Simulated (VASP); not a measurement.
SnTe, 2 atoms in the cell. It takes space group Fm-3m (No. 225, cubic). The conventional cell has a = 6.410 Å, b = 6.410 Å, c = 6.410 Å, α = 90.00°, β = 90.00°, γ = 90.00°. Sn (site symmetry m-3m) has 6 Te at 3.21 Å within 4.2 Å. Within 4.2 Å of Te (site symmetry m-3m) lie 6 Sn at 3.21 Å. 

| Quantity | Value |
| --- | --- |
| Program | VASP 6.6.1 |
| Task | single point |
| Functional | PBE |
| Potentials or basis | VASP PAW PBE potentials, release 64 (Sn_d, Te) |
| Cutoff | 500 eV |
| k mesh | 6 × 6 × 6 |
| Occupations | fermi-dirac, width 0.05 eV |
| Spin | no spin polarisation |
| Dipole correction | no |
| Further INCAR settings | ALGO = Normal; EDIFF = 1e-06; NBANDS = 17 |

Potentials or basis: VASP PAW PBE potentials, release 64 (Sn_d, Te).

The run is started by

```console
$ cat potpaw_PBE.64/Sn_d/POTCAR potpaw_PBE.64/Te/POTCAR > POTCAR
$ mpirun -np 1 vasp_std > vasp.out
```

Hardware: 1 thread of Intel(R) Xeon(R) 6975P-C (Granite Rapids), with other jobs on the host.

**Question.** Estimate the wall time of this run.

**Answer.** It took 12 s on 1 thread of Intel(R) Xeon(R) 6975P-C (Granite Rapids) (shared host), peak memory 0.2 GiB. Counts: scf iterations 12, k points 16.
